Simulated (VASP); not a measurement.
Set up this calculation in VASP 6.6.1, as the native input.

| Quantity | Value |
| --- | --- |
| Task | single point |
| Functional | PBE |
| Potentials or basis | VASP PAW PBE potentials, release 64 (Ca_sv, Br) |
| Cutoff | 520 eV |
| k mesh | 7 × 7 × 3 |
| Occupations | methfessel-paxton, width 0.2 eV |
| Spin | no spin polarisation |
| Dipole correction | no |
| Further INCAR settings | ALGO = Normal; EDIFF = 1e-06; NBANDS = 25 |

The structure of CaBr lies in POSCAR:

```
CaBr
1.0
    4.0841480000      0.0000000000      0.0000000000
   -2.0420740000      3.5369759208      0.0000000000
    0.0000000000      0.0000000000      9.6721260000
Ca Br
2 2
Direct
    0.3333333333      0.6666666667      0.3405120000
    0.6666666667      0.3333333333      0.8405120000
    0.3333333333      0.6666666667      0.0344880000
    0.6666666667      0.3333333333      0.5344880000
```

One way to write it, as run:

INCAR

```
SYSTEM = CaBr
  PREC = Accurate
  ENCUT = 520
  EDIFF = 1E-6
  ISMEAR = 1
  SIGMA = 0.2
  LREAL = .FALSE.
  LASPH = .TRUE.
  NELM = 60
  ALGO = Normal
  ISIF = 2
  LWAVE = .FALSE.
  LCHARG = .FALSE.
  GGA = PE
  NBANDS = 25
```

KPOINTS

```
regular mesh
0
G
  7 7 3
  0 0 0
```

Potentials or basis: VASP PAW PBE potentials, release 64 (Ca_sv, Br).

The run is started by

```sh
$ cat potpaw_PBE.64/Ca_sv/POTCAR potpaw_PBE.64/Br/POTCAR > POTCAR
$ mpirun -np 1 vasp_std > vasp.out
```

Results of the run:

```
Pressure               : 0.5 GPa
Largest force          : 0.142 eV/Å
Band gap on the k mesh : zero (bands 17 and 18 overlap by 0.82 eV)
```

Wall time 38 s on 1 thread of AMD EPYC 7R13 Processor (Zen 3), on a shared host, peak memory 0.22 GiB.
